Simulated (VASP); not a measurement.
In4SbAs3, 8 atoms in the cell. The structure is tetragonal, space group P-4m2 (No. 115). The conventional cell has a = 4.456 Å, b = 4.456 Å, c = 12.590 Å, α = 90.00°, β = 90.00°, γ = 90.00°. Within 3.6 Å of In (site symmetry 2mm) lie 4 As at 2.69 to 2.70 Å. Within 3.6 Å of In (site symmetry 2mm) lie 2 As at 2.70 Å and 2 Sb at 2.83 Å. Sb (site symmetry -4m2) has 4 In at 2.83 Å within 3.7 Å. Within 3.6 Å of As (site symmetry 2mm) lie 4 In at 2.70 Å. Within 3.6 Å of As (site symmetry -4m2) lie 4 In at 2.69 Å. 

```yaml
Program: VASP 6.6.1
Task: single point
Functional: PBE
Potentials_or_basis: VASP PAW PBE potentials, release 64 (In_d, Sb, As)
Cutoff: 520 eV
k_mesh: 8 × 8 × 4
Occupations: gaussian, width 0.1 eV
Spin: no spin polarisation
Dipole_correction: no
Further_INCAR_settings: ALGO = Normal; EDIFF = 1e-06; NBANDS = 46
```

Potentials or basis: VASP PAW PBE potentials, release 64 (In_d, Sb, As).

The run is started by

```console
$ cat potpaw_PBE.64/In_d/POTCAR potpaw_PBE.64/Sb/POTCAR potpaw_PBE.64/As/POTCAR > POTCAR
$ mpirun -np 1 vasp_std > vasp.out
```

Hardware: 1 thread of Intel Xeon 6975P-C, with other jobs on the host.

Task: Estimate the wall time of this run.

Result: Run time: 8.7 min on 1 thread of Intel Xeon 6975P-C, on a shared host, peak memory 0.64 GiB. Counts: scf iterations 15, k points 45.
